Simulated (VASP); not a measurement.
**Ti3Se: relaxation of cell and atoms with PBE**

The system is Ti3Se.

```
Ti Se
1.0
     0.00000    3.19098    3.19098
     3.19098    0.00000    3.19098
     3.19098    3.19098    0.00000
Ti Se
3 1
Direct
  0.25000 0.25000 0.25000
  0.75000 0.75000 0.75000
  0.50000 0.50000 0.50000
  0.00000 0.00000 0.00000
```

* Program: VASP 6.6.1
* Task: relaxation of cell and atoms
* Functional: PBE
* Potentials or basis: VASP PAW PBE potentials, release 64 (Ti_sv, Se)
* Cutoff: 600 eV
* k mesh: 6 × 6 × 6
* Occupations: gaussian, width 0.1 eV
* Spin: collinear spin
* Starting moments: [0.0, 0.0, 0.27, 0.0] μB
* Dipole correction: no
* Further INCAR settings: ALGO = Normal; EDIFF = 1e-06; IBRION = 2; EDIFFG = -0.04; NSW = 90; ISIF = 3

The relaxed volume is 15.98 Å³/atom, the relaxed cell is a = 4.488 Å, b = 4.488 Å, c = 4.488 Å, α = 60.00°, β = 60.00°, γ = 60.00° and the space group after relaxing (to 0.05 Å) is Fm-3m (No. 225). The energy gained by relaxing is 1.4 meV/atom, the ionic steps are 3 and the pressure after relaxing is 0.0 GPa. The band gap on the k mesh is zero (filled and empty bands overlap), the net moment is 0.00 μB per cell and the valence electrons inside the program's atomic spheres are Ti 10.35, 10.48; Se 3.81.

The path:
| step | energy change (eV) | largest force (eV/Å) | pressure (GPa) | volume (Å³) |
| --- | --- | --- | --- | --- |
| 1 | 0.0000 | 0.0000 | -1.69 | 64.98 |
| 2 | -0.0041 | 0.0000 | 0.89 | 63.39 |
| 3 | -0.0056 | 0.0000 | 0.00 | 63.93 |

Final structure:
```
Ti Se
1.0
     0.00000    3.17365    3.17365
     3.17365    0.00000    3.17365
     3.17365    3.17365    0.00000
Ti Se
3 1
Direct
  0.25000 0.25000 0.25000
  0.75000 0.75000 0.75000
  0.50000 0.50000 0.50000
  0.00000 0.00000 0.00000
```

Levels at points of the mesh, in eV from the Fermi level:
Spin up:
```csv
k point,band 19,band 20,band 21,band 22,band 23,band 24
"(0.00, 0.00, 0.00)",-2.14,-0.20,-0.20,-0.20,2.01,2.01
"(0.50, 0.00, 0.00)",-0.63,-0.49,-0.49,-0.15,0.67,0.67
"(0.50, 0.50, 0.00)",-0.53,-0.34,-0.34,0.97,0.97,1.01
```
Spin down:
```tsv
k point	band 19	band 20	band 21	band 22	band 23	band 24
(0.00, 0.00, 0.00)	-2.14	-0.20	-0.20	-0.20	2.01	2.01
(0.50, 0.00, 0.00)	-0.63	-0.49	-0.49	-0.15	0.67	0.67
(0.50, 0.50, 0.00)	-0.53	-0.34	-0.34	0.97	0.97	1.01
```

Wall time 2.2 min on 1 thread of AMD EPYC 9R45 96-Core Processor (Zen 5) (shared host), peak memory 0.24 GiB.
